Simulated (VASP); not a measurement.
# Ti in VASP: further runs

Runs on Ti. Level: PBEsol. Tasks: single point.

All numbers are computed with VASP 6.6.1; they aren't measurements. Logs are shortened: lines on timing, memory, paths and dates and some standing lists are left out, and cuts for length are marked.

## 1. The cell of the first run

The structure is cubic, space group Im-3m (No. 229). Conventional cell: a = 3.331 Å, b = 3.331 Å, c = 3.331 Å, α = 90.00°, β = 90.00°, γ = 90.00°. Ti (site symmetry m-3m) has 14 Ti at 2.88 to 3.33 Å within 3.8 Å.

This isn't the form of Ti at room conditions, which is hcp.

## 2. Single point, PBEsol (strain +0.015 along x and y, +0.015 along z)

File INCAR:

```
SYSTEM = Ti
PREC = Accurate ; ENCUT = 520
EDIFF = 1E-6 ; ISMEAR = 0
SIGMA = 0.15 ; LREAL = .FALSE.
LASPH = .TRUE. ; NELM = 100
ALGO = Normal ; ISIF = 2
LWAVE = .FALSE. ; LCHARG = .FALSE.
GGA = PS ; NBANDS = 12
```

File KPOINTS:

```
regular mesh
0
G
  20 20 20
  0 0 0
```

File POSCAR:

```
Ti
1.0
   -1.6656150000      1.6656150000      1.6656150000
    1.6656150000     -1.6656150000      1.6656150000
    1.6656150000      1.6656150000     -1.6656150000
Ti
1
Direct
    0.0000000000      0.0000000000      0.0000000000
```

Potentials or basis: VASP PAW PBE potentials, release 64 (Ti_sv).

The run is started by

```console
cat potpaw_PBE.64/Ti_sv/POTCAR > POTCAR
mpirun -np 1 vasp_std > vasp.out
```

OUTCAR:

```text
SYSTEM = Ti
   PREC = Accurate
   ENCUT = 520
   EDIFF = 1E-6
   ISMEAR = 0
   LREAL = .FALSE.
   LASPH = .TRUE.
   NELM = 100
   ISIF = 2
   GGA = PS

 ion  position               nearest neighbor table
   1  0.000  0.000  0.000-

  LATTYP: Found a body centered cubic cell.
 ALAT       =     3.3312300000

  Lattice vectors:

 A1 = (  -1.6656150000,   1.6656150000,   1.6656150000)
 A2 = (   1.6656150000,  -1.6656150000,   1.6656150000)
 A3 = (   1.6656150000,   1.6656150000,  -1.6656150000)

Analysis of symmetry for initial positions (statically):
=====================================================================
 Subroutine PRICEL returns:
 Original cell was already a primitive cell.

 Routine SETGRP: Setting up the symmetry group for a
 body centered cubic supercell.

 Subroutine GETGRP returns: Found 48 space group operations
 (whereof 48 operations were pure point group operations)
 out of a pool of 48 trial point group operations.

The static configuration has the point symmetry O_h .

Analysis of symmetry for dynamics (positions and initial velocities):
=====================================================================
 Subroutine PRICEL returns:
 Original cell was already a primitive cell.

 Routine SETGRP: Setting up the symmetry group for a
 body centered cubic supercell.

 Subroutine GETGRP returns: Found 48 space group operations
 (whereof 48 operations were pure point group operations)
 out of a pool of 48 trial point group operations.

The dynamic configuration has the point symmetry O_h .

 Subroutine INISYM returns: Found 48 space group operations
 (whereof 48 operations are pure point group operations),
 and found     1 'primitive' translations

----------------------------------------------------------------------------------------

                                     Primitive cell

  volume of cell :      18.4835

  direct lattice vectors                    reciprocal lattice vectors
    -1.665615000  1.665615000  1.665615000     0.000000000  0.300189420  0.300189420
     1.665615000 -1.665615000  1.665615000     0.300189420  0.000000000  0.300189420
     1.665615000  1.665615000 -1.665615000     0.300189420  0.300189420  0.000000000

  length of vectors
     2.884929806  2.884929806  2.884929806     0.424531948  0.424531948  0.424531948

  position of ions in fractional coordinates (direct lattice)
     0.000000000  0.000000000  0.000000000

  ion indices of the primitive-cell ions
   primitive index   ion index
                 1           1

----------------------------------------------------------------------------------------

 KPOINTS: regular mesh

Automatic generation of k-mesh.
 Grid dimensions read from file:
 generate k-points for:   20   20   20

 Generating k-lattice:

  Cartesian coordinates                     Fractional coordinates (reciprocal lattice)
     0.000000000  0.015009471  0.015009471     0.050000000  0.000000000  0.000000000
     0.015009471  0.000000000  0.015009471     0.000000000  0.050000000  0.000000000
     0.015009471  0.015009471  0.000000000     0.000000000  0.000000000  0.050000000

  Length of vectors
     0.021226597  0.021226597  0.021226597

  Shift w.r.t. Gamma in fractional coordinates (k-lattice)
     0.000000000  0.000000000  0.000000000

 Subroutine IBZKPT returns following result:
 ===========================================

 Found    256 irreducible k-points:

 Following reciprocal coordinates:
            Coordinates               Weight
  0.000000  0.000000  0.000000      1.000000
  0.050000  0.000000  0.000000     12.000000
  0.100000  0.000000  0.000000     12.000000
  0.150000  0.000000  0.000000     12.000000
  0.200000  0.000000  0.000000     12.000000
  0.250000  0.000000  0.000000     12.000000
[... 16 lines left out ...]
  0.200000  0.100000  0.000000     48.000000
  0.250000  0.100000  0.000000     48.000000
 [... further k-points ...]
   k-points           NKPTS =    256   k-points in BZ     NKDIM =    256   number of bands    NBANDS=     12
   number of dos      NEDOS =    301   number of ions     NIONS =      1
   total plane-waves  NPLWV =  13824
   dimension x,y,z NGX =    24 NGY =   24 NGZ =   24
   dimension x,y,z NGXF=    48 NGYF=   48 NGZF=   48
   ions per type =               1
   NGX,Y,Z   is equivalent  to a cutoff of  13.83, 13.83, 13.83 a.u.
   NGXF,Y,Z  is equivalent  to a cutoff of  27.66, 27.66, 27.66 a.u.
 SYSTEM =  Ti
   PREC   = accura    normal or accurate (medium, high low for compatibility)
   ISTART =      0    job   : 0-new  1-cont  2-samecut
   ICHARG =      2    charge: 1-file 2-atom 10-const
   ISPIN  =      1    spin polarized calculation?
   LNONCOLLINEAR =      F non collinear calculations
   LSORBIT =      F    spin-orbit coupling
   LASPH  =      T    aspherical Exc in radial PAW
   ENCUT  =  520.0 eV  38.22 Ry    6.18 a.u.   5.36  5.36  5.36*2*pi/ulx,y,z
   NELM   =    100;   NELMIN=  2; NELMDL= -5     # of ELM steps
   EDIFF  = 0.1E-05   stopping-criterion for ELM
   LREAL  =      F    real-space projection
   EDIFFG = 0.1E-04   stopping-criterion for IOM
   NSW    =      0    number of steps for IOM
   IBRION =     -1    ionic relax: 0-MD 1-quasi-New 2-CG
   NFREE  =      0    steps in history (QN), initial steepest desc. (CG)
   ISIF   =      2    stress and relaxation
   ISYM   =      2    0-nonsym 1-usesym 2-fastsym
   POTIM  = 0.5000    time-step for ionic-motion
   TEBEG  =    0.0;   TEEND  =   0.0 temperature during run
   PSTRESS=    0.0 pullay stress
   NELECT =      12.0000    total number of electrons
   NUPDOWN=      -1.0000    fix difference up-down
   EMIN   =  10.00;   EMAX   =-10.00  energy-range for DOS
   EFERMI =   0.00;   METHOD = LEGACY
   ISMEAR =     0;   SIGMA  =   0.15  broadening in eV -4-tet -1-fermi 0-gaus
   EFERMI_NEDOS =   21; number of points for ismear=-14 and -15
   IALGO  =     38    algorithm
   IMIX   =      4    mixing-type and parameters
     AMIX     =   0.40;   BMIX     =  1.00
     AMIX_MAG =   1.60;   BMIX_MAG =  1.00
  volume/ion in A,a.u.               =      18.48       124.73
  Fermi-wavevector in a.u.,A,eV,Ry     =   1.417557  2.678795 27.340482  2.009469
  Thomas-Fermi vector in A             =   2.538775
   LORBIT       =      0    0 simple, 1 ext, 2 COOP (PROOUT), +10 PAW based schemes
   GGA     = PS    functional components
   LHFCALC =     F    Hartree Fock is set to
   AEXX    =    0.0000 exact exchange contribution
   IVDW    =     0    specifies the selected vdW correction
   LEPSILON=     F    determine dielectric tensor
   LRPA    =     F    only Hartree local field effects (RPA)
 non-spin polarized calculation
 Gauss-broadening in eV      SIGMA  =   0.15
  energy-cutoff  :      520.00
  volume of cell :       18.48
 maximum number of plane-waves:       531
 NGX is ok and might be reduce to    24
   NGX = 11   NGY = 11   NGZ = 11

 number of electron      12.0000004 magnetization

 Free energy of the ion-electron system (eV)
  ---------------------------------------------------
  ext. energy  EPLUGINS =         0.00000000
  ---------------------------------------------------
  free energy    TOTEN  =        -8.17829406 eV

  energy without entropy =       -8.14946350  energy(sigma->0) =       -8.16387878

 E-fermi :   7.3305     XC(G=0): -11.3383

 val. band max:        7.3300661147   @ k =  -0.4000  -0.4500   0.0500
 cond. band min:       7.3348561133   @ k =  -0.2000   0.3500   0.0500
 fundamental gap:      0.0047899986
 Fermi energy:         7.3305423804

 k-point     1 :       0.0000    0.0000    0.0000
  band No.  band energies     occupation
      1     -49.0932      2.00000
      2     -25.1095      2.00000
      3     -25.1095      2.00000
      4     -25.1095      2.00000
      5       1.5185      2.00000
      6       8.2566      0.00000
      7       8.2566      0.00000
      8       8.2566      0.00000
      9       9.8961      0.00000
     10       9.8961      0.00000
     11      24.3115      0.00000
     12      24.3115      0.00000

 k-point     2 :       0.0500    0.0000    0.0000
  band No.  band energies     occupation
      1     -49.0906      2.00000
      2     -25.1235      2.00000
      3     -25.1139      2.00000
      4     -25.1095      2.00000
      5       1.5996      2.00000
      6       8.2206      0.00000
      7       8.2475      0.00000
      8       8.3142      0.00000
      9       9.8536      0.00000
     10       9.8982      0.00000
     11      24.1581      0.00000
     12      24.2993      0.00000

 k-point     3 :       0.1000    0.0000    0.0000
  band No.  band energies     occupation
      1     -49.0833      2.00000
      2     -25.1643      2.00000
      3     -25.1266      2.00000
      4     -25.1096      2.00000
      5       1.8390      2.00000
      6       8.1178      0.00000
      7       8.2093      0.00000
      8       8.4845      0.00000
      9       9.7502      0.00000
     10       9.9057      0.00000
     11      23.6843      0.00000
     12      24.2027      0.00000
[... 286 lines left out ...]
 k-point    23 :       0.2000    0.1000    0.0000
  band No.  band energies     occupation
      1     -49.0365      2.00000
      2     -25.4090      2.00000
      3     -25.2002      2.00000
      4     -25.1288      2.00000
      5       3.5230      2.00000
      6       7.5473      0.04102
      7       7.6347      0.00414
      8       9.5067      0.00000
      9       9.7765      0.00000
     10      10.0875      0.00000
     11      20.5040      0.00000
     12      21.9165      0.00000

 k-point    24 :       0.2500    0.1000    0.0000
  band No.  band energies     occupation
      1     -49.0212      2.00000
      2     -25.4839      2.00000
      3     -25.2317      2.00000
      4     -25.1300      2.00000
      5       4.1241      2.00000
      6       7.3528      0.83372
      7       7.4964      0.11798
      8       9.5833      0.00000
      9      10.1262      0.00000
     10      10.2765      0.00000
     11      19.1220      0.00000
     12      21.2842      0.00000

 [... further k-points ...]
[... 5 lines left out ...]
  --------------------------------------------------------------------------------------
  -------------------------------------------------------------------------------------
  Total       -1.2069476     -1.2069476     -1.2069476      0.0000000      0.0000000     -0.0000000
  in kB     -104.6200979   -104.6200979   -104.6200979      0.0000000      0.0000000     -0.0000000
  external PRESSURE =    -104.6200979 kB  Pullay stress =       0.0000000 kB

 VOLUME and BASIS-vectors are now :
 -----------------------------------------------------------------------------
  energy-cutoff  :      520.00
  volume of cell :       18.48
      direct lattice vectors                 reciprocal lattice vectors
    -1.665615000  1.665615000  1.665615000     0.000000000  0.300189420  0.300189420
     1.665615000 -1.665615000  1.665615000     0.300189420  0.000000000  0.300189420
     1.665615000  1.665615000 -1.665615000     0.300189420  0.300189420  0.000000000

 POSITION                                       TOTAL-FORCE (eV/Angst)
 -----------------------------------------------------------------------------------
      0.00000      0.00000      0.00000         0.000000      0.000000      0.000000
 -----------------------------------------------------------------------------------
    total drift:                               -0.000000      0.000000      0.000000

  FREE ENERGIE OF THE ION-ELECTRON SYSTEM (eV)
  ---------------------------------------------------
  free  energy   TOTEN  =        -8.1782940556 eV

  energy  without entropy=       -8.1494635020  energy(sigma->0) =       -8.16387878
```

Run time: 15 s. Hardware: 1 thread of Intel Xeon 6975P-C (Granite Rapids), shared host; peak memory 0.18 GiB.

Results:

```yaml
Free_energy: -8.1783 eV
Pressure: -10.5 GPa
Band_gap_on_the_k_mesh: zero (bands 6 and 7 overlap by 1.54 eV)
```

Caveat: the cell differs from its parent crystal (strain +0.015 along x and y, +0.015 along z); the cell stands under tension; the PAW data sets were made with another functional, which shifts forces and pressure a little.

## 3. Single point, PBEsol (strain +0.015 along x and y, +0.000 along z)

File INCAR:

```
SYSTEM = Ti
ALGO = Fast
EDIFF = 1E-6
ENCUT = 520
GGA = PS
ISIF = 2
ISMEAR = 0
LASPH = .TRUE.
LCHARG = .FALSE.
LREAL = .FALSE.
LWAVE = .FALSE.
NBANDS = 12
NELM = 80
PREC = Accurate
SIGMA = 0.15
```

File KPOINTS:

```
k-points
0
G
  20 20 20
  0 0 0
```

File POSCAR:

```
Ti
1.0
   -1.6656150000      1.6656150000      1.6410000000
    1.6656150000     -1.6656150000      1.6410000000
    1.6656150000      1.6656150000     -1.6410000000
Ti
1
Direct
    0.0000000000      0.0000000000      0.0000000000
```

Potentials or basis: VASP PAW PBE potentials, release 64 (Ti_sv).

The run is started by

```console
cat potpaw_PBE.64/Ti_sv/POTCAR > POTCAR
mpirun -np 1 vasp_std > vasp.out
```

Wall time 70 s (1 thread of Intel Xeon 6975P-C (Granite Rapids), shared host); peak memory 0.25 GiB.

The run converged. Its results:

```
Free energy            : -8.1953 eV
Pressure               : -9.4 GPa
Band gap on the k mesh : zero (bands 6 and 7 overlap by 1.55 eV)
```

Stress tensor (GPa, compression positive):
```
-9.24  0.00  0.00
 0.00 -9.24  0.00
 0.00  0.00 -9.66
```

Levels at points of the mesh, in eV from the Fermi level:
| k point | band 2 | band 3 | band 4 | band 5 | band 6 | band 7 | band 8 | band 9 | band 10 | band 11 |
| --- | --- | --- | --- | --- | --- | --- | --- | --- | --- | --- |
| (0.00, 0.00, 0.00) | -32.40 | -32.40 | -32.40 | -5.85 | 0.87 | 0.97 | 0.97 | 2.55 | 2.67 | 17.00 |
| (0.50, 0.00, 0.00) | -32.98 | -32.58 | -32.40 | -2.35 | -0.40 | 1.05 | 2.61 | 2.94 | 4.04 | 8.30 |
| (0.50, 0.50, 0.00) | -32.98 | -32.58 | -32.39 | -2.35 | -0.28 | 0.95 | 2.51 | 2.89 | 4.02 | 8.20 |
| (0.50, 0.50, 0.50) | -32.81 | -32.81 | -32.79 | -1.97 | -1.93 | 3.70 | 3.70 | 3.72 | 7.84 | 7.84 |

Caveat: the cell differs from its parent crystal (strain +0.015 along x and y, +0.000 along z); the cell stands under tension; the PAW data sets were made with another functional, which shifts forces and pressure a little.

## 4. Single point, PBEsol (strain +0.030 along x and y, -0.015 along z)

File INCAR:

```
SYSTEM = Ti
PREC = Accurate
ENCUT = 520
EDIFF = 1E-6
ISMEAR = 0
SIGMA = 0.15
LREAL = .FALSE.
LASPH = .TRUE.
NELM = 100
ALGO = Fast
ISIF = 2
LWAVE = .FALSE.
LCHARG = .TRUE.
GGA = PS
LELF = .TRUE.
LVHAR = .TRUE.
NBANDS = 12
```

File KPOINTS:

```
Automatic mesh
0
G
  20 20 20
  0 0 0
```

File POSCAR:

```
Ti
1.0
   -1.6902300000      1.6902300000      1.6163850000
    1.6902300000     -1.6902300000      1.6163850000
    1.6902300000      1.6902300000     -1.6163850000
Ti
1
Direct
    0.0000000000      0.0000000000      0.0000000000
```

The run is started by

```console
cat potpaw_PBE.64/Ti_sv/POTCAR > POTCAR
mpirun -np 1 vasp_std > vasp.out
```

Run time: 70 s. Hardware: 1 thread of Intel Xeon 6975P-C (Granite Rapids), shared host; peak memory 0.25 GiB.

The run converged. Its results:

- Free energy: -8.1814 eV
- Pressure: -10.4 GPa
- Band gap on the k mesh: zero (bands 6 and 7 overlap by 1.52 eV)

Stress tensor (GPa, compression positive):
```
 -9.94   0.00   0.00
  0.00  -9.94   0.00
  0.00   0.00 -11.34
```

Levels at points of the mesh, in eV from the Fermi level:
| k point | band 3 | band 4 | band 5 | band 6 | band 7 | band 8 | band 9 | band 10 |
| --- | --- | --- | --- | --- | --- | --- | --- | --- |
| (0.00, 0.00, 0.00) | -32.45 | -32.45 | -5.82 | 0.73 | 1.03 | 1.03 | 2.37 | 2.72 |
| (0.50, 0.00, 0.00) | -32.63 | -32.46 | -2.32 | -0.47 | 1.08 | 2.57 | 2.98 | 3.96 |
| (0.50, 0.50, 0.00) | -32.61 | -32.44 | -2.33 | -0.11 | 0.79 | 2.30 | 2.76 | 3.92 |
| (0.50, 0.50, 0.50) | -32.85 | -32.80 | -1.96 | -1.86 | 3.61 | 3.61 | 3.68 | 7.46 |

Caveat: the cell differs from its parent crystal (strain +0.030 along x and y, -0.015 along z); the cell stands under tension; the PAW data sets were made with another functional, which shifts forces and pressure a little.

(Continued in part 2 of 2.)
